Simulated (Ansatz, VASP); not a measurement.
## Two plane-wave programs on TeAs2

Contents of INCAR:

```
PREC = Accurate ; ENCUT = 520
EDIFF = 1E-7 ; ISMEAR = 0
SIGMA = 0.1 ; LREAL = F
LASPH = T ; NELM = 80
ALGO = Normal ; ISIF = 2
LWAVE = F ; LCHARG = T
GGA = PS ; LELF = T
LVHAR = T ; NBANDS = 25
```

Contents of KPOINTS:

```
regular mesh
0
Gamma
  8 8 8
```

POSCAR

```
TeAs2
1.0
   -3.5564540000      3.5564540000      2.9405160000
    3.5564540000     -3.5564540000      2.9405160000
    3.5564540000      3.5564540000     -2.9405160000
Te As
2 4
Direct
    0.7500000000      0.2500000000      0.5000000000
    0.0000000000      0.0000000000      0.0000000000
    0.3750000000      0.6250000000      0.2500000000
    0.3750000000      0.1250000000      0.7500000000
    0.3750000000      0.6250000000      0.7500000000
    0.8750000000      0.6250000000      0.2500000000
```

Input for Ansatz:

```yaml
crystal:
  lattice:
    - [-3.556454, 3.556454, 2.940516]
    - [3.556454, -3.556454, 2.940516]
    - [3.556454, 3.556454, -2.940516]
  atoms:
    - { symbol: Te, position: [0.75, 0.25, 0.5] }
    - { symbol: Te, position: [0.0, 0.0, 0.0] }
    - { symbol: As, position: [0.375, 0.625, 0.25] }
    - { symbol: As, position: [0.375, 0.125, 0.75] }
    - { symbol: As, position: [0.375, 0.625, 0.75] }
    - { symbol: As, position: [0.875, 0.625, 0.25] }
basis:
  ecutwfc: 420
kpoints:
  mp_grid: { grid: [8, 8, 8] }
hamiltonian:
  xc: pbesol
scf:
  occupations: { method: gaussian, width: 0.1 }
output:
  forces: true
  stress: true
  eigenvalues: true
  populations: true
```

Alike in both runs: task single point; functional PBEsol; k mesh 8 × 8 × 8; occupations gaussian, width 0.1 eV; no spin polarisation.

|  | VASP | Ansatz |
| --- | --- | --- |
| version | VASP 6.6.1 | Ansatz 0.2.0 |
| potentials or method | VASP PAW PBE potentials, release 64 (Te, As), cutoff 520 eV | scalar-relativistic, plane waves, PAW |
| valence electrons in the cell | 32 | 92 |

```tsv
	VASP	Ansatz	Ansatz less VASP
gap on the k mesh at the Fermi level (eV)	none	none	-
pressure (GPa)	-3.7	-3.8	-0.10
traceless stress, the component that is largest in VASP (GPa)	-0.83	-0.88	-0.051
```

VASP's potentials were made for PBE, not for PBEsol. A gap of «none» marks a metal or a gap that the smearing closes. VASP's potentials hold 32 valence electrons a cell and Ansatz's 92, so a difference there can come from the potentials and not from the codes.

Neither program's run includes spin-orbit coupling.
